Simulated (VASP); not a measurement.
# K (Im-3m) in VASP: single point with PBE

Aim: the single point of K with PBE.

All numbers are computed with VASP 6.6.1; they aren't measurements. Logs are shortened: lines on timing, memory, paths and dates and some standing lists are left out, and cuts for length are marked.

### 1 The cell of the first run

The structure is cubic, space group Im-3m (No. 229). Conventional cell: a = 5.236 Å, b = 5.236 Å, c = 5.236 Å, α = 90.00°, β = 90.00°, γ = 90.00°.

### 2 Single point, PBE

The input, INCAR:

```
SYSTEM = K
ALGO = Normal
EDIFF = 1E-6
ENCUT = 520
GGA = PE
ISIF = 2
ISMEAR = -1
LASPH = .TRUE.
LCHARG = .FALSE.
LREAL = .FALSE.
LWAVE = .FALSE.
NBANDS = 10
NELM = 100
PREC = Accurate
SIGMA = 0.08
```

The input, KPOINTS:

```
k-points
0
G
  10 10 10
  0 0 0
```

The input, POSCAR:

```
K
1.0
   -2.6180000000      2.6180000000      2.6180000000
    2.6180000000     -2.6180000000      2.6180000000
    2.6180000000      2.6180000000     -2.6180000000
K
1
Direct
    0.0000000000      0.0000000000      0.0000000000
```

Potentials or basis: VASP PAW PBE potentials, release 64 (K_sv).

Launch:

```bash
$ cat potpaw_PBE.64/K_sv/POTCAR > POTCAR
$ mpirun -np 1 vasp_std > vasp.out
```

OUTCAR:

```text
SYSTEM = K
   EDIFF = 1E-6
   ENCUT = 520
   GGA = PE
   ISIF = 2
   ISMEAR = -1
   LASPH = .TRUE.
   LREAL = .FALSE.
   NELM = 100
   PREC = Accurate

 ion  position               nearest neighbor table
   1  0.000  0.000  0.000-

  LATTYP: Found a body centered cubic cell.
 ALAT       =     5.2360000000

  Lattice vectors:

 A1 = (  -2.6180000000,   2.6180000000,   2.6180000000)
 A2 = (   2.6180000000,  -2.6180000000,   2.6180000000)
 A3 = (   2.6180000000,   2.6180000000,  -2.6180000000)

Analysis of symmetry for initial positions (statically):
=====================================================================
 Subroutine PRICEL returns:
 Original cell was already a primitive cell.

 Routine SETGRP: Setting up the symmetry group for a
 body centered cubic supercell.

 Subroutine GETGRP returns: Found 48 space group operations
 (whereof 48 operations were pure point group operations)
 out of a pool of 48 trial point group operations.

The static configuration has the point symmetry O_h .

Analysis of symmetry for dynamics (positions and initial velocities):
=====================================================================
 Subroutine PRICEL returns:
 Original cell was already a primitive cell.

 Routine SETGRP: Setting up the symmetry group for a
 body centered cubic supercell.

 Subroutine GETGRP returns: Found 48 space group operations
 (whereof 48 operations were pure point group operations)
 out of a pool of 48 trial point group operations.

The dynamic configuration has the point symmetry O_h .

 Subroutine INISYM returns: Found 48 space group operations
 (whereof 48 operations are pure point group operations),
 and found     1 'primitive' translations

----------------------------------------------------------------------------------------

                                     Primitive cell

  volume of cell :      71.7743

  direct lattice vectors                    reciprocal lattice vectors
    -2.618000000  2.618000000  2.618000000     0.000000000  0.190985485  0.190985485
     2.618000000 -2.618000000  2.618000000     0.190985485  0.000000000  0.190985485
     2.618000000  2.618000000 -2.618000000     0.190985485  0.190985485  0.000000000

  length of vectors
     4.534509014  4.534509014  4.534509014     0.270094263  0.270094263  0.270094263

  position of ions in fractional coordinates (direct lattice)
     0.000000000  0.000000000  0.000000000

  ion indices of the primitive-cell ions
   primitive index   ion index
                 1           1

----------------------------------------------------------------------------------------

 KPOINTS: k-points

Automatic generation of k-mesh.
 Grid dimensions read from file:
 generate k-points for:   10   10   10

 Generating k-lattice:

  Cartesian coordinates                     Fractional coordinates (reciprocal lattice)
     0.000000000  0.019098549  0.019098549     0.100000000  0.000000000  0.000000000
     0.019098549  0.000000000  0.019098549     0.000000000  0.100000000  0.000000000
     0.019098549  0.019098549  0.000000000     0.000000000  0.000000000  0.100000000

  Length of vectors
     0.027009426  0.027009426  0.027009426

  Shift w.r.t. Gamma in fractional coordinates (k-lattice)
     0.000000000  0.000000000  0.000000000

 Subroutine IBZKPT returns following result:
 ===========================================

 Found     47 irreducible k-points:

 Following reciprocal coordinates:
            Coordinates               Weight
  0.000000  0.000000  0.000000      1.000000
  0.100000  0.000000  0.000000     12.000000
  0.200000  0.000000  0.000000     12.000000
  0.300000  0.000000  0.000000     12.000000
  0.400000  0.000000  0.000000     12.000000
  0.500000  0.000000  0.000000      6.000000
[... 16 lines left out ...]
  0.300000  0.300000  0.100000      8.000000
 -0.300000  0.300000  0.100000     24.000000
 [... further k-points ...]
   k-points           NKPTS =     47   k-points in BZ     NKDIM =     47   number of bands    NBANDS=     10
   number of dos      NEDOS =    301   number of ions     NIONS =      1
   total plane-waves  NPLWV =  46656
   dimension x,y,z NGX =    36 NGY =   36 NGZ =   36
   dimension x,y,z NGXF=    72 NGYF=   72 NGZF=   72
   ions per type =               1
   NGX,Y,Z   is equivalent  to a cutoff of  13.20, 13.20, 13.20 a.u.
   NGXF,Y,Z  is equivalent  to a cutoff of  26.40, 26.40, 26.40 a.u.
 SYSTEM =  K
   PREC   = accura    normal or accurate (medium, high low for compatibility)
   ISTART =      0    job   : 0-new  1-cont  2-samecut
   ICHARG =      2    charge: 1-file 2-atom 10-const
   ISPIN  =      1    spin polarized calculation?
   LNONCOLLINEAR =      F non collinear calculations
   LSORBIT =      F    spin-orbit coupling
   LASPH  =      T    aspherical Exc in radial PAW
   ENCUT  =  520.0 eV  38.22 Ry    6.18 a.u.   8.43  8.43  8.43*2*pi/ulx,y,z
   NELM   =    100;   NELMIN=  2; NELMDL= -5     # of ELM steps
   EDIFF  = 0.1E-05   stopping-criterion for ELM
   LREAL  =      F    real-space projection
   EDIFFG = 0.1E-04   stopping-criterion for IOM
   NSW    =      0    number of steps for IOM
   IBRION =     -1    ionic relax: 0-MD 1-quasi-New 2-CG
   NFREE  =      0    steps in history (QN), initial steepest desc. (CG)
   ISIF   =      2    stress and relaxation
   ISYM   =      2    0-nonsym 1-usesym 2-fastsym
   POTIM  = 0.5000    time-step for ionic-motion
   TEBEG  =    0.0;   TEEND  =   0.0 temperature during run
   PSTRESS=    0.0 pullay stress
   NELECT =       9.0000    total number of electrons
   NUPDOWN=      -1.0000    fix difference up-down
   EMIN   =  10.00;   EMAX   =-10.00  energy-range for DOS
   EFERMI =   0.00;   METHOD = LEGACY
   ISMEAR =    -1;   SIGMA  =   0.08  broadening in eV -4-tet -1-fermi 0-gaus
   EFERMI_NEDOS =   21; number of points for ismear=-14 and -15
   IALGO  =     38    algorithm
   IMIX   =      4    mixing-type and parameters
     AMIX     =   0.40;   BMIX     =  1.00
     AMIX_MAG =   1.60;   BMIX_MAG =  1.00
  volume/ion in A,a.u.               =      71.77       484.36
  Fermi-wavevector in a.u.,A,eV,Ry     =   0.819406  1.548454  9.135317  0.671427
  Thomas-Fermi vector in A             =   1.930206
   LORBIT       =      0    0 simple, 1 ext, 2 COOP (PROOUT), +10 PAW based schemes
   GGA     = PE    functional components
   LHFCALC =     F    Hartree Fock is set to
   AEXX    =    0.0000 exact exchange contribution
   IVDW    =     0    specifies the selected vdW correction
   LEPSILON=     F    determine dielectric tensor
   LRPA    =     F    only Hartree local field effects (RPA)
 non-spin polarized calculation
  energy-cutoff  :      520.00
  volume of cell :       71.77
 maximum number of plane-waves:      1961
 NGX is ok and might be reduce to    36
   NGX = 17   NGY = 17   NGZ = 17

 number of electron       9.0000001 magnetization

 Free energy of the ion-electron system (eV)
  ---------------------------------------------------
  ext. energy  EPLUGINS =         0.00000000
  ---------------------------------------------------
  free energy    TOTEN  =        -1.05338407 eV

  energy without entropy =       -1.03526984  energy(sigma->0) =       -1.04432695

 E-fermi :  -0.0657     XC(G=0):  -5.7104

 val. band max:       -0.0742703764   @ k =   0.3000   0.2000  -0.0000
 cond. band min:       0.0209917042   @ k =  -0.4000   0.4000   0.2000
 fundamental gap:      0.0952620806
 Fermi energy:        -0.0656769014

 k-point     1 :       0.0000    0.0000    0.0000
  band No.  band energies     occupation
      1     -32.1829      2.00000
      2     -15.6307      2.00000
      3     -15.6307      2.00000
      4     -15.6307      2.00000
      5      -2.2567      2.00000
      6       4.2529      0.00000
      7       4.2529      0.00000
      8       4.2529      0.00000
      9       5.1774      0.00000
     10       5.1774      0.00000

 k-point     2 :       0.1000    0.0000    0.0000
  band No.  band energies     occupation
      1     -32.1825      2.00000
      2     -15.6379      2.00000
      3     -15.6331      2.00000
      4     -15.6307      2.00000
      5      -2.1300      2.00000
      6       4.0533      0.00000
      7       4.0922      0.00000
      8       4.3549      0.00000
      9       4.9803      0.00000
     10       5.1464      0.00000

 k-point     3 :       0.2000    0.0000    0.0000
  band No.  band energies     occupation
      1     -32.1813      2.00000
      2     -15.6565      2.00000
      3     -15.6393      2.00000
      4     -15.6307      2.00000
      5      -1.7583      2.00000
      6       3.3386      0.00000
      7       3.7479      0.00000
      8       4.6567      0.00000
      9       4.9494      0.00000
     10       5.1160      0.00000

 k-point     4 :       0.3000    0.0000    0.0000
  band No.  band energies     occupation
      1     -32.1799      2.00000
      2     -15.6792      2.00000
      3     -15.6469      2.00000
      4     -15.6307      2.00000
      5      -1.1665      2.00000
      6       2.4207      0.00000
      7       3.4132      0.00000
      8       5.0284      0.00000
      9       5.1455      0.00000
     10       5.1849      0.00000

 k-point     5 :       0.4000    0.0000    0.0000
  band No.  band energies     occupation
      1     -32.1787      2.00000
      2     -15.6974      2.00000
      3     -15.6531      2.00000
      4     -15.6306      2.00000
      5      -0.3977      1.96895
      6       1.4695      0.00000
      7       3.1870      0.00000
      8       4.9472      0.00000
      9       5.4079      0.00000
     10       5.8002      0.00000

 k-point     6 :       0.5000    0.0000    0.0000
  band No.  band energies     occupation
      1     -32.1783      2.00000
      2     -15.7043      2.00000
      3     -15.6555      2.00000
      4     -15.6307      2.00000
      5       0.3799      0.00759
      6       0.6352      0.00031
      7       3.1082      0.00000
      8       4.8527      0.00000
      9       5.7120      0.00000
     10       5.9539      0.00000

 k-point     7 :       0.1000    0.1000    0.0000
  band No.  band energies     occupation
      1     -32.1817      2.00000
      2     -15.6507      2.00000
      3     -15.6357      2.00000
      4     -15.6324      2.00000
      5      -1.8807      2.00000
      6       3.6461      0.00000
      7       3.7738      0.00000
      8       4.5434      0.00000
      9       4.8070      0.00000
     10       5.2548      0.00000

 k-point     8 :       0.2000    0.1000    0.0000
  band No.  band energies     occupation
      1     -32.1804      2.00000
      2     -15.6701      2.00000
      3     -15.6431      2.00000
      4     -15.6331      2.00000
      5      -1.3983      2.00000
      6       2.8792      0.00000
      7       3.3896      0.00000
      8       4.8118      0.00000
      9       4.8907      0.00000
     10       5.3985      0.00000

 k-point     9 :       0.3000    0.1000    0.0000
  band No.  band energies     occupation
      1     -32.1791      2.00000
      2     -15.6890      2.00000
      3     -15.6515      2.00000
      4     -15.6333      2.00000
      5      -0.7157      1.99941
      6       1.9827      0.00000
      7       3.1056      0.00000
      8       4.8190      0.00000
      9       5.3103      0.00000
     10       5.5449      0.00000
[... 118 lines left out ...]
 k-point    19 :      -0.1000    0.1000    0.1000
  band No.  band energies     occupation
      1     -32.1820      2.00000
      2     -15.6398      2.00000
      3     -15.6355      2.00000
      4     -15.6355      2.00000
      5      -2.0046      2.00000
      6       4.0058      0.00000
      7       4.0058      0.00000
      8       4.4030      0.00000
      9       4.4599      0.00000
     10       5.3816      0.00000

 k-point    20 :       0.2000    0.2000    0.1000
  band No.  band energies     occupation
      1     -32.1787      2.00000
      2     -15.6893      2.00000
      3     -15.6529      2.00000
      4     -15.6419      2.00000
      5      -0.2778      1.86815
      6       2.0279      0.00000
      7       2.3405      0.00000
      8       4.4480      0.00000
      9       5.4170      0.00000
     10       5.6614      0.00000

 k-point    21 :       0.3000    0.2000    0.1000
  band No.  band energies     occupation
      1     -32.1782      2.00000
      2     -15.6888      2.00000
      3     -15.6633      2.00000
      4     -15.6435      2.00000
      5       0.5179      0.00136
      6       1.3477      0.00000
      7       2.1057      0.00000
      8       4.0423      0.00000
      9       5.5544      0.00000
     10       5.7354      0.00000

 k-point    22 :      -0.2000    0.2000    0.1000
  band No.  band energies     occupation
      1     -32.1809      2.00000
      2     -15.6564      2.00000
      3     -15.6418      2.00000
      4     -15.6365      2.00000
      5      -1.6366      2.00000
      6       3.3770      0.00000
      7       3.7265      0.00000
      8       4.2760      0.00000
      9       4.6729      0.00000
     10       5.5344      0.00000

 k-point    23 :       0.3000    0.3000    0.1000
  band No.  band energies     occupation
      1     -32.1780      2.00000
      2     -15.6768      2.00000
      3     -15.6768      2.00000
      4     -15.6459      2.00000
      5       1.1916      0.00000
      6       1.1917      0.00000
      7       1.5640      0.00000
      8       3.7969      0.00000
      9       5.6507      0.00000
     10       5.6507      0.00000

 k-point    24 :      -0.3000    0.3000    0.1000
  band No.  band energies     occupation
      1     -32.1795      2.00000
      2     -15.6782      2.00000
      3     -15.6495      2.00000
      4     -15.6362      2.00000
      5      -1.0508      1.99999
      6       2.4707      0.00000
      7       3.4264      0.00000
      8       4.3294      0.00000
      9       5.1474      0.00000
     10       5.5634      0.00000

 [... further k-points ...]
[... 5 lines left out ...]
  --------------------------------------------------------------------------------------
  -------------------------------------------------------------------------------------
  Total        0.0462848      0.0462848      0.0462848      0.0000000      0.0000000     -0.0000000
  in kB        1.0331893      1.0331893      1.0331893      0.0000000      0.0000000     -0.0000000
  external PRESSURE =       1.0331893 kB  Pullay stress =       0.0000000 kB

 VOLUME and BASIS-vectors are now :
 -----------------------------------------------------------------------------
  energy-cutoff  :      520.00
  volume of cell :       71.77
      direct lattice vectors                 reciprocal lattice vectors
    -2.618000000  2.618000000  2.618000000     0.000000000  0.190985485  0.190985485
     2.618000000 -2.618000000  2.618000000     0.190985485  0.000000000  0.190985485
     2.618000000  2.618000000 -2.618000000     0.190985485  0.190985485  0.000000000

 POSITION                                       TOTAL-FORCE (eV/Angst)
 -----------------------------------------------------------------------------------
      0.00000      0.00000      0.00000         0.000000     -0.000000     -0.000000
 -----------------------------------------------------------------------------------
    total drift:                               -0.000000      0.000000      0.000000

  FREE ENERGIE OF THE ION-ELECTRON SYSTEM (eV)
  ---------------------------------------------------
  free  energy   TOTEN  =        -1.0533840653 eV

  energy  without entropy=       -1.0352698408  energy(sigma->0) =       -1.04432695
```

Run time: 20 s. Hardware: 1 thread of Intel Xeon Platinum 8375C at 2.90GHz (Ice Lake), shared host; peak memory 0.21 GiB.

Results:

```
Free energy : -1.0534 eV
Pressure    : 0.1 GPa
```

Levels at points of the mesh, in eV from the Fermi level:
```tsv
k point	band 1	band 2	band 3	band 4	band 5	band 6	band 7	band 8	band 9	band 10
(0.00, 0.00, 0.00)	-32.12	-15.57	-15.57	-15.57	-2.19	4.32	4.32	4.32	5.24	5.24
(0.50, 0.00, 0.00)	-32.11	-15.64	-15.59	-15.57	0.45	0.70	3.17	4.92	5.78	6.02
(0.50, 0.50, 0.50)	-32.11	-15.62	-15.62	-15.62	1.66	1.66	3.54	3.54	3.54	5.67
```
